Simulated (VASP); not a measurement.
Write the native input for VASP 6.6.1 that does the following.

```
Task                   : single point
Functional             : PBEsol
Potentials or basis    : VASP PAW PBE potentials, release 64 (Al, Ga_d, N)
Cutoff                 : 520 eV
k mesh                 : 6 × 6 × 6
Occupations            : gaussian, width 0.05 eV
Spin                   : no spin polarisation
Dipole correction      : no
Further INCAR settings : ALGO = Normal; EDIFF = 1e-06; NBANDS = 41
```

The structure of AlGa3N4 lies in POSCAR:

```
AlGa3N4
1.0
    4.4675774128      0.0000000000      0.0000000000
    0.0000000000      4.4675774128      0.0000000000
    0.0000000000      0.0000000000      4.4675774128
Al Ga N
1 3 4
Direct
   -0.0000008510     -0.0000029365      0.0037056965
    0.4999997475      0.4999991286      0.0023768069
    0.4999997475     -0.0000018834      0.5010997257
   -0.0000005458      0.4999991286      0.5010997257
    0.7515711590      0.7515773234      0.2374777432
    0.7585250906      0.2414861047      0.7475689619
    0.2414838507      0.7585273446      0.7475650515
    0.2484267702      0.2484329346      0.2374706414
```

This cell differs from its parent crystal: mode 4 frozen in at +0.000 Å and mode 15 at -0.040 Å (largest displacements).

These files were run (other wordings do the same):

INCAR

```
PREC = Accurate
ENCUT = 520
EDIFF = 1E-6
ISMEAR = 0
SIGMA = 0.05
LREAL = F
LASPH = T
NELM = 100
ALGO = Normal
ISIF = 2
LWAVE = F
LCHARG = T
GGA = PS
LELF = T
LVHAR = T
NBANDS = 41
```

KPOINTS

```
regular mesh
0
Gamma
  6 6 6
```

Potentials or basis: VASP PAW PBE potentials, release 64 (Al, Ga_d, N).

Run with:

```console
$ cat potpaw_PBE.64/Al/POTCAR potpaw_PBE.64/Ga_d/POTCAR potpaw_PBE.64/N/POTCAR > POTCAR
$ mpirun -np 1 vasp_std > vasp.out
```

Results of the run:

```yaml
Pressure: 0.1 GPa
Largest_force: 0.840 eV/Å
Band_gap_on_the_k_mesh: 2.20 eV, direct
```

Caveat: the cell differs from its parent crystal (mode 4 frozen in at +0.000 Å and mode 15 at -0.040 Å (largest displacements)); the PAW data sets were made with another functional, which shifts forces and pressure a little.

Wall time 3.8 min on 1 thread of Intel(R) Xeon(R) Platinum 8488C (Sapphire Rapids), on a shared host, peak memory 0.33 GiB.
